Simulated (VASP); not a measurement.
# Al (P6_3/mmc) in VASP: a series of runs

The runs below take Al through single point, with LDA.

All numbers are computed with VASP 6.6.1; they aren't measurements. Logs are shortened: lines on timing, memory, paths and dates and some standing lists are left out, and cuts for length are marked.

### 1 The cell of the first run

It takes space group P6_3/mmc (No. 194, hexagonal). Conventional cell: a = 2.794 Å, b = 2.794 Å, c = 4.834 Å, α = 90.00°, β = 90.00°, γ = 120.00°. Within 3.7 Å of Al (site symmetry -6m2) lie 12 Al at 2.79 to 2.91 Å.

### 2 Single point, LDA (volume scaled by 0.98)

Input file INCAR:

```
SYSTEM = Al
PREC = Accurate
ENCUT = 520
EDIFF = 1E-7
ISMEAR = -1
SIGMA = 0.05
LREAL = .False.
LASPH = .True.
NELM = 100
ALGO = Normal
ISIF = 2
LWAVE = .False.
LCHARG = .False.
NBANDS = 10
```

Input file KPOINTS:

```
Automatic mesh
0
Gamma
  11 11 6
  0 0 0
```

Input file POSCAR:

```
Al
1.0
    2.7935792435      0.0000000000      0.0000000000
   -1.3967896217      2.4193105923      0.0000000000
    0.0000000000      0.0000000000      4.8341855930
Al
2
Direct
    0.3333333333      0.6666666667      0.2500000000
    0.6666666667      0.3333333333      0.7500000000
```

Potentials or basis: VASP PAW LDA potentials, release 64 (Al).

On the command line:

```
> cat potpaw_LDA.64/Al/POTCAR > POTCAR
> mpirun -np 1 vasp_std > vasp.out
```

OUTCAR:

```text
SYSTEM = Al
   PREC = Accurate
   ENCUT = 520
   EDIFF = 1E-7
   ISMEAR = -1
   LREAL = .False.
   LASPH = .True.
   NELM = 100
   ISIF = 2

 ion  position               nearest neighbor table
   1  0.333  0.667  0.250-   2 2.91   2 2.91   2 2.91   2 2.91   2 2.91   2 2.91
   2  0.667  0.333  0.750-   1 2.91   1 2.91   1 2.91   1 2.91   1 2.91   1 2.91

  LATTYP: Found a hexagonal cell.
 ALAT       =     2.7935792435
 C/A-ratio  =     1.7304630267

  Lattice vectors:

 A1 = (   2.7935792435,   0.0000000000,   0.0000000000)
 A2 = (  -1.3967896217,   2.4193105923,   0.0000000000)
 A3 = (   0.0000000000,   0.0000000000,   4.8341855930)

Analysis of symmetry for initial positions (statically):
=====================================================================
 Subroutine PRICEL returns:
 Original cell was already a primitive cell.

 Routine SETGRP: Setting up the symmetry group for a
 hexagonal supercell.

 Subroutine GETGRP returns: Found 24 space group operations
 (whereof 12 operations were pure point group operations)
 out of a pool of 24 trial point group operations.

The static configuration has the point symmetry D_3d.
 The point group associated with its full space group is D_6h.

Analysis of symmetry for dynamics (positions and initial velocities):
=====================================================================
 Subroutine PRICEL returns:
 Original cell was already a primitive cell.

 Routine SETGRP: Setting up the symmetry group for a
 hexagonal supercell.

 Subroutine GETGRP returns: Found 24 space group operations
 (whereof 12 operations were pure point group operations)
 out of a pool of 24 trial point group operations.

The dynamic configuration has the point symmetry D_3d.
 The point group associated with its full space group is D_6h.

 Subroutine INISYM returns: Found 24 space group operations
 (whereof 12 operations are pure point group operations),
 and found     1 'primitive' translations

----------------------------------------------------------------------------------------

                                     Primitive cell

  volume of cell :      32.6720

  direct lattice vectors                    reciprocal lattice vectors
     2.793579243  0.000000000  0.000000000     0.357963714  0.206670446  0.000000000
    -1.396789622  2.419310592  0.000000000     0.000000000  0.413340893  0.000000000
     0.000000000  0.000000000  4.834185593     0.000000000  0.000000000  0.206860076

  length of vectors
     2.793579243  2.793579243  4.834185593     0.413340893  0.413340893  0.206860076

  position of ions in fractional coordinates (direct lattice)
     0.333333333  0.666666667  0.250000000
     0.666666667  0.333333333  0.750000000

  ion indices of the primitive-cell ions
   primitive index   ion index
                 1           1
                 2           2

----------------------------------------------------------------------------------------

 KPOINTS: Automatic mesh

Automatic generation of k-mesh.
 Grid dimensions read from file:
 generate k-points for:   11   11    6

 Generating k-lattice:

  Cartesian coordinates                     Fractional coordinates (reciprocal lattice)
     0.032542156  0.018788222  0.000000000     0.090909091 -0.000000000  0.000000000
     0.000000000  0.037576445  0.000000000     0.000000000  0.090909091  0.000000000
     0.000000000  0.000000000  0.034476679     0.000000000  0.000000000  0.166666667

  Length of vectors
     0.037576445  0.037576445  0.034476679

  Shift w.r.t. Gamma in fractional coordinates (k-lattice)
     0.000000000  0.000000000  0.000000000

 Subroutine IBZKPT returns following result:
 ===========================================

 Found     64 irreducible k-points:

 Following reciprocal coordinates:
            Coordinates               Weight
  0.000000  0.000000  0.000000      1.000000
  0.090909 -0.000000  0.000000      6.000000
  0.181818 -0.000000  0.000000      6.000000
  0.272727 -0.000000  0.000000      6.000000
  0.363636 -0.000000  0.000000      6.000000
  0.454545 -0.000000  0.000000      6.000000
[... 16 lines left out ...]
  0.090909  0.090909  0.166667     12.000000
  0.181818  0.090909  0.166667     24.000000
 [... further k-points ...]
   k-points           NKPTS =     64   k-points in BZ     NKDIM =     64   number of bands    NBANDS=     10
   number of dos      NEDOS =    301   number of ions     NIONS =      2
   total plane-waves  NPLWV =  20736
   dimension x,y,z NGX =    24 NGY =   24 NGZ =   36
   dimension x,y,z NGXF=    48 NGYF=   48 NGZF=   72
   ions per type =               2
   NGX,Y,Z   is equivalent  to a cutoff of  14.28, 14.28, 12.38 a.u.
   NGXF,Y,Z  is equivalent  to a cutoff of  28.56, 28.56, 24.76 a.u.
 SYSTEM =  Al
   PREC   = accura    normal or accurate (medium, high low for compatibility)
   ISTART =      0    job   : 0-new  1-cont  2-samecut
   ICHARG =      2    charge: 1-file 2-atom 10-const
   ISPIN  =      1    spin polarized calculation?
   LNONCOLLINEAR =      F non collinear calculations
   LSORBIT =      F    spin-orbit coupling
   LASPH  =      T    aspherical Exc in radial PAW
   ENCUT  =  520.0 eV  38.22 Ry    6.18 a.u.   5.19  5.19  8.99*2*pi/ulx,y,z
   NELM   =    100;   NELMIN=  2; NELMDL= -5     # of ELM steps
   EDIFF  = 0.1E-06   stopping-criterion for ELM
   LREAL  =      F    real-space projection
   EDIFFG = 0.1E-05   stopping-criterion for IOM
   NSW    =      0    number of steps for IOM
   IBRION =     -1    ionic relax: 0-MD 1-quasi-New 2-CG
   NFREE  =      0    steps in history (QN), initial steepest desc. (CG)
   ISIF   =      2    stress and relaxation
   ISYM   =      2    0-nonsym 1-usesym 2-fastsym
   POTIM  = 0.5000    time-step for ionic-motion
   TEBEG  =    0.0;   TEEND  =   0.0 temperature during run
   PSTRESS=    0.0 pullay stress
   NELECT =       6.0000    total number of electrons
   NUPDOWN=      -1.0000    fix difference up-down
   EMIN   =  10.00;   EMAX   =-10.00  energy-range for DOS
[... 5 lines left out ...]
     AMIX     =   0.40;   BMIX     =  1.00
     AMIX_MAG =   1.60;   BMIX_MAG =  1.00
  volume/ion in A,a.u.               =      16.34       110.24
  Fermi-wavevector in a.u.,A,eV,Ry     =   0.930536  1.758458 11.781252  0.865898
  Thomas-Fermi vector in A             =   2.056935
   LORBIT       =      0    0 simple, 1 ext, 2 COOP (PROOUT), +10 PAW based schemes
   GGA     = CA    functional components
   LHFCALC =     F    Hartree Fock is set to
   AEXX    =    0.0000 exact exchange contribution
   IVDW    =     0    specifies the selected vdW correction
   LEPSILON=     F    determine dielectric tensor
   LRPA    =     F    only Hartree local field effects (RPA)
 non-spin polarized calculation
  energy-cutoff  :      520.00
  volume of cell :       32.67
 maximum number of plane-waves:       898
 NGX is ok and might be reduce to    24
   NGX = 11   NGY = 11   NGZ = 17

 number of electron       6.0000000 magnetization

 Free energy of the ion-electron system (eV)
  ---------------------------------------------------
  ext. energy  EPLUGINS =         0.00000000
  ---------------------------------------------------
  free energy    TOTEN  =        -8.32002983 eV

  energy without entropy =       -8.31554100  energy(sigma->0) =       -8.31778542

 E-fermi :   7.9134     XC(G=0): -10.3799

 val. band max:        7.8469854883   @ k =   0.2727   0.1818   0.3333
 cond. band min:       8.0574099813   @ k =   0.3636   0.0909   0.3333
 fundamental gap:      0.2104244930
 Fermi energy:         7.9134010588

 k-point     1 :       0.0000    0.0000    0.0000
  band No.  band energies     occupation
      1      -3.2788      2.00000
      2       2.7800      2.00000
      3       3.0255      2.00000
      4      19.1111      0.00000
      5      19.3788      0.00000
      6      19.3788      0.00000
      7      19.6173      0.00000
      8      19.6173      0.00000
      9      20.3275      0.00000
     10      22.7464      0.00000

 k-point     2 :       0.0909   -0.0000    0.0000
  band No.  band energies     occupation
      1      -3.0704      2.00000
      2       2.9841      2.00000
      3       3.2196      2.00000
      4      16.2987      0.00000
      5      17.7309      0.00000
      6      18.7044      0.00000
      7      20.0757      0.00000
      8      20.4059      0.00000
      9      21.5674      0.00000
     10      21.7989      0.00000

 k-point     3 :       0.1818   -0.0000    0.0000
  band No.  band energies     occupation
      1      -2.4473      2.00000
      2       3.5905      2.00000
      3       3.8021      2.00000
      4      12.8447      0.00000
      5      16.3242      0.00000
      6      17.2769      0.00000
      7      18.4324      0.00000
      8      18.6532      0.00000
      9      21.1029      0.00000
     10      21.1143      0.00000

 k-point     4 :       0.2727   -0.0000    0.0000
  band No.  band energies     occupation
      1      -1.4153      2.00000
      2       4.5748      2.00000
      3       4.7725      2.00000
      4       9.6377      0.00000
      5      14.8772      0.00000
      6      15.2716      0.00000
      7      15.4921      0.00000
      8      17.0300      0.00000
      9      20.2241      0.00000
     10      21.1107      0.00000

 k-point     5 :       0.3636   -0.0000    0.0000
  band No.  band energies     occupation
      1       0.0158      2.00000
      2       5.6932      2.00000
      3       6.1273      2.00000
      4       6.9900      2.00000
      5      12.3178      0.00000
      6      12.6139      0.00000
      7      14.5716      0.00000
      8      16.2021      0.00000
      9      19.6110      0.00000
     10      20.3042      0.00000

 k-point     6 :       0.4545   -0.0000    0.0000
  band No.  band energies     occupation
      1       1.8303      2.00000
      2       3.9956      2.00000
      3       7.8310      1.67709
      4       7.8312      1.67607
      5      10.0006      0.00000
      6      10.1392      0.00000
      7      14.2223      0.00000
      8      15.7909      0.00000
      9      19.3053      0.00000
     10      19.9082      0.00000
[... 183 lines left out ...]
 k-point    21 :       0.3636   -0.0000    0.1667
  band No.  band energies     occupation
      1       0.1869      2.00000
      2       4.2013      2.00000
      3       6.7561      2.00000
      4       8.2854      0.00117
      5      10.7778      0.00000
      6      14.3893      0.00000
      7      14.7198      0.00000
      8      16.3254      0.00000
      9      18.2771      0.00000
     10      19.5109      0.00000

 k-point    22 :       0.4545   -0.0000    0.1667
  band No.  band energies     occupation
      1       1.9982      2.00000
      2       4.1386      2.00000
      3       6.1068      2.00000
      4       8.1393      0.02161
      5      10.0751      0.00000
      6      12.0669      0.00000
      7      14.3704      0.00000
      8      15.9276      0.00000
      9      17.9331      0.00000
     10      19.7137      0.00000

 k-point    23 :       0.0909    0.0909    0.1667
  band No.  band energies     occupation
      1      -2.4802      2.00000
      2       1.6432      2.00000
      3       5.6614      2.00000
      4      14.6945      0.00000
      5      14.8958      0.00000
      6      17.1460      0.00000
      7      18.5722      0.00000
      8      18.6124      0.00000
      9      21.0391      0.00000
     10      21.3619      0.00000

 k-point    24 :       0.1818    0.0909    0.1667
  band No.  band energies     occupation
      1      -1.6536      2.00000
      2       2.4447      2.00000
      3       6.4258      2.00000
      4      11.4883      0.00000
      5      13.4746      0.00000
      6      15.3633      0.00000
      7      17.1980      0.00000
      8      17.8348      0.00000
      9      19.2054      0.00000
     10      20.4976      0.00000

 [... further k-points ...]
[... 5 lines left out ...]
  --------------------------------------------------------------------------------------
  -------------------------------------------------------------------------------------
  Total       -0.0060067     -0.0060067     -0.9154408     -0.0000000      0.0000000      0.0000000
  in kB       -0.2945575     -0.2945575    -44.8915835     -0.0000000      0.0000000      0.0000000
  external PRESSURE =     -15.1602329 kB  Pullay stress =       0.0000000 kB

 VOLUME and BASIS-vectors are now :
 -----------------------------------------------------------------------------
  energy-cutoff  :      520.00
  volume of cell :       32.67
      direct lattice vectors                 reciprocal lattice vectors
     2.793579243  0.000000000  0.000000000     0.357963714  0.206670446  0.000000000
    -1.396789622  2.419310592  0.000000000     0.000000000  0.413340893  0.000000000
     0.000000000  0.000000000  4.834185593     0.000000000  0.000000000  0.206860076

 POSITION                                       TOTAL-FORCE (eV/Angst)
 -----------------------------------------------------------------------------------
     -0.00000      1.61287      1.20855         0.000000      0.000000      0.000000
      1.39679      0.80644      3.62564        -0.000000     -0.000000      0.000000
 -----------------------------------------------------------------------------------
    total drift:                                0.000000     -0.000000     -0.000000

  FREE ENERGIE OF THE ION-ELECTRON SYSTEM (eV)
  ---------------------------------------------------
  free  energy   TOTEN  =        -8.3200298347 eV

  energy  without entropy=       -8.3155410030  energy(sigma->0) =       -8.31778542
```

Run time: 4.9 s. Hardware: 1 thread of Intel Xeon 6975P-C (Granite Rapids), shared host; peak memory 0.14 GiB.

What came out:

```yaml
Free_energy: -8.3200 eV
Pressure: -1.5 GPa
Band_gap_on_the_k_mesh: zero (band 3 reaches 11.38 eV, above the bottom of band 4 at 4.93 eV)
```

Levels at points of the mesh, in eV from the Fermi level:
| k point | band 1 | band 2 | band 3 | band 4 | band 5 | band 6 |
| --- | --- | --- | --- | --- | --- | --- |
| (0.00, 0.00, 0.00) | -11.19 | -5.13 | -4.89 | 11.20 | 11.47 | 11.47 |
| (0.00, 0.00, 0.50) | -9.62 | -9.62 | 2.38 | 2.38 | 12.52 | 12.52 |

### 3 Single point, LDA (volume scaled by 1.02)

Input file INCAR:

```
PREC = Accurate
ENCUT = 520
EDIFF = 1E-6
ISMEAR = -1
SIGMA = 0.05
LREAL = False
LASPH = True
NELM = 100
ALGO = Normal
ISIF = 2
LWAVE = False
LCHARG = True
LELF = True
LVHAR = True
NBANDS = 10
```

Input file KPOINTS:

```
Automatic mesh
0
Gamma
  11 11 6
```

Input file POSCAR:

```
Al
1.0
    2.8310814264      0.0000000000      0.0000000000
   -1.4155407132      2.4517884355      0.0000000000
    0.0000000000      0.0000000000      4.8990817340
Al
2
Direct
    0.3333333333      0.6666666667      0.2500000000
    0.6666666667      0.3333333333      0.7500000000
```

Potentials or basis: VASP PAW LDA potentials, release 64 (Al).

On the command line:

```
> cat potpaw_LDA.64/Al/POTCAR > POTCAR
> mpirun -np 1 vasp_std > vasp.out
```

Wall time 4.9 s (1 thread of Intel Xeon 6975P-C (Granite Rapids), shared host); peak memory 0.14 GiB.

It converged, with:

```yaml
Free_energy: -8.2956 eV
Pressure: -4.3 GPa
Band_gap_on_the_k_mesh: zero (band 3 reaches 10.90 eV, above the bottom of band 4 at 4.55 eV)
```

Stress tensor (GPa, compression positive):
```
-3.06  0.00  0.00
 0.00 -3.06  0.00
 0.00  0.00 -6.64
```

Levels at points of the mesh, in eV from the Fermi level:
| k point | band 1 | band 2 | band 3 | band 4 | band 5 | band 6 | band 7 |
| --- | --- | --- | --- | --- | --- | --- | --- |
| (0.00, 0.00, 0.00) | -10.92 | -5.07 | -4.72 | 11.02 | 11.11 | 11.11 | 11.46 |
| (0.00, 0.00, 0.50) | -9.39 | -9.39 | 2.33 | 2.33 | 12.25 | 12.25 | 12.25 |
